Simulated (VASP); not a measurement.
Hg: single point with PBE

The system is Hg.

```
Hg
1.0
     2.14113   -1.93894   -0.13404
     2.14113    1.93894   -0.13404
    -0.51663    0.00000    3.09939
Hg
1
Direct
  0.50000 0.50000 0.50000
```

This cell differs from its parent crystal: strained.

```json
{
 "Program": "VASP 6.6.1",
 "Task": "single point",
 "Functional": "PBE",
 "Potentials or basis": "VASP PAW PBE potentials, release 64 (Hg_sv_GW)",
 "Cutoff": "550 eV",
 "k mesh": "14 × 14 × 14",
 "Occupations": "gaussian, width 0.1 eV",
 "Spin": "no spin polarisation",
 "Dipole correction": "no",
 "Further INCAR settings": "ALGO = Normal; EDIFF = 1e-06; NBANDS = 16"
}
```

```json
{
  "Pressure": "4.3 GPa",
  "Band gap on the k mesh": "zero (bands 10 and 11 overlap by 4.86 eV)"
}
```

Stress tensor (GPa, compression positive):
```
 6.12  0.00 -0.31
 0.00  5.60  0.00
-0.31  0.00  1.16
```

Levels at points of the mesh, in eV from the Fermi level:
| k point | band 6 | band 7 | band 8 | band 9 | band 10 | band 11 | band 12 | band 13 | band 14 | band 15 |
| --- | --- | --- | --- | --- | --- | --- | --- | --- | --- | --- |
| (0.00, 0.00, 0.00) | -8.39 | -7.93 | -6.16 | -6.14 | -5.91 | 8.77 | 11.29 | 11.42 | 13.65 | 16.16 |
| (0.50, 0.00, 0.00) | -7.70 | -6.80 | -6.56 | -6.08 | -2.23 | -1.84 | 10.83 | 14.29 | 15.88 | 15.99 |
| (0.50, 0.50, 0.00) | -7.59 | -6.72 | -6.58 | -5.16 | 1.25 | 1.79 | 2.61 | 8.20 | 12.13 | 17.40 |
| (0.00, 0.00, 0.50) | -8.33 | -6.46 | -6.32 | -5.91 | -3.50 | -2.12 | 12.58 | 12.70 | 16.95 | 17.35 |
| (0.50, 0.00, 0.50) | -7.95 | -6.58 | -6.28 | -5.53 | 0.14 | 0.34 | 2.67 | 7.91 | 14.39 | 18.64 |
| (0.50, 0.50, 0.50) | -7.56 | -7.52 | -5.60 | -5.16 | 2.37 | 4.05 | 5.66 | 6.82 | 9.23 | 11.17 |

It took 3.7 min on 1 thread of AMD EPYC 7R43 64-Core Processor (Zen 3), on a shared host, peak memory 0.44 GiB.

Caveat: the cell differs from its parent crystal (strained); the cell stands under pressure; spin-orbit coupling is left out, which moves the levels of the heavy elements.
